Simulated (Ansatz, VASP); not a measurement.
# As in VASP and in Ansatz

```
CELL_PARAMETERS angstrom
1.87975 1.08527 3.48577
-1.87975 1.08527 3.48577
0.00000 -2.17055 3.48577
ATOMIC_POSITIONS crystal
As 0.22754 0.22754 0.22754
As 0.77246 0.77246 0.77246
```

Alike in both runs: task single point; functional LDA; k mesh 6 × 6 × 6; occupations gaussian, width 0.1 eV; no spin polarisation.

|  | VASP | Ansatz |
| --- | --- | --- |
| version | VASP 6.6.1 | Ansatz 0.2.0 |
| potentials or method | VASP PAW LDA potentials, release 64 (As), cutoff 500 eV | scalar-relativistic, plane waves, PAW |
| valence electrons in the cell | 10 | 30 |

Ansatz gave:

```
gap on the k mesh at the Fermi level (eV)                     : none
pressure (GPa)                                                : -1.7
traceless stress, the component that is largest in VASP (GPa) : -0.92
rms of the force components (eV/Å)                            : 0.027
```

Task: What did VASP give for the same quantities?

Result: gap on the k mesh at the Fermi level (eV): none; pressure (GPa): -1.2; traceless stress, the component that is largest in VASP (GPa): -1.03; rms of the force components (eV/Å): 0.011.

LDA's correlation is that of Perdew and Zunger in VASP and of Perdew and Wang (1992) in Ansatz. Atom by atom the forces differ by 0.038 eV/Å (rms over components). A gap of «none» marks a metal or a gap that the smearing closes. VASP's potentials hold 10 valence electrons a cell and Ansatz's 30, so a difference there can come from the potentials and not from the codes.
